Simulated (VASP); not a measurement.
Crystal: N.

```
CELL_PARAMETERS angstrom
4.10706 0.00000 0.00000
0.00000 4.10706 0.00000
0.00000 0.00000 5.36692
ATOMIC_POSITIONS crystal
N 0.90591 0.90591 0.00000
N 0.59409 0.40591 0.50000
N 0.09409 0.09409 0.00000
N 0.40591 0.59409 0.50000
```

* Program: VASP 6.6.1
* Task: relaxation of cell and atoms
* Functional: r2SCAN
* Potentials or basis: VASP PAW PBE potentials, release 64 (N)
* Cutoff: 600 eV
* k mesh: 6 × 6 × 4
* Occupations: gaussian, width 0.02 eV
* Spin: no spin polarisation

At the start: pressure 2.7 GPa; volume 22.63 Å³/atom.

How do energy, volume and symmetry change on relaxing?

Over 28 steps the energy falls by 7.1 meV/atom and the volume is 21.96 Å³/atom (-3.0 %); space group P4_2/mnm (No. 136, to 0.05 Å).

Step by step:
```tsv
step	energy change (eV)	largest force (eV/Å)	pressure (GPa)	volume (Å³)
1	0.0000	2.1811	2.73	90.53
2	4.9771	15.8682	-23.83	95.65
3	-0.0208	1.0359	-1.41	90.83
4	-0.0272	0.3224	-0.49	90.73
5	-0.0279	0.0315	-0.10	90.69
6	-0.0279	0.0025	-0.05	90.69
7	-0.0279	0.0267	-0.02	90.68
8	-0.0279	0.0247	-0.03	90.61
9	-0.0280	0.0170	-0.03	90.41
10	-0.0281	0.0024	-0.04	89.99
11	-0.0283	0.0243	-0.06	89.16
12	-0.0282	0.1559	0.18	89.06
13	-0.0283	0.0082	-0.02	89.14
14	-0.0283	0.0090	-0.01	89.14
15	-0.0283	0.0165	0.00	89.11
16	-0.0284	0.0397	0.03	89.00
17	-0.0283	0.0859	0.10	88.79
18	-0.0284	0.0576	0.06	88.92
19	-0.0284	0.0578	0.05	88.92
20	-0.0284	0.0586	0.04	88.91
21	-0.0284	0.0562	0.06	88.90
22	-0.0284	0.0543	0.06	88.87
23	-0.0284	0.0526	0.04	88.82
24	-0.0284	0.0470	0.05	88.72
25	-0.0284	0.0360	0.04	88.52
26	-0.0284	0.0148	0.02	88.13
27	-0.0284	0.0102	0.01	88.04
28	-0.0284	0.0007	0.01	87.85
```

Final structure:
```cif
data_structure
_symmetry_space_group_name_H-M 'P 1'
_symmetry_Int_Tables_number 1
_cell_length_a 4.0581
_cell_length_b 4.0581
_cell_length_c 5.3347
_cell_angle_alpha 90.000
_cell_angle_beta 90.000
_cell_angle_gamma 90.000
_cell_volume 87.85
loop_
_atom_site_label
_atom_site_type_symbol
_atom_site_fract_x
_atom_site_fract_y
_atom_site_fract_z
_atom_site_occupancy
N1 N 0.90365 0.90365 0.00000 1
N2 N 0.59635 0.40365 0.50000 1
N3 N 0.09635 0.09635 0.00000 1
N4 N 0.40365 0.59635 0.50000 1
```

Caveat: the standard files for N, O and F lose accuracy on very short bonds; the PAW data sets were made with another functional, which shifts forces and pressure a little.
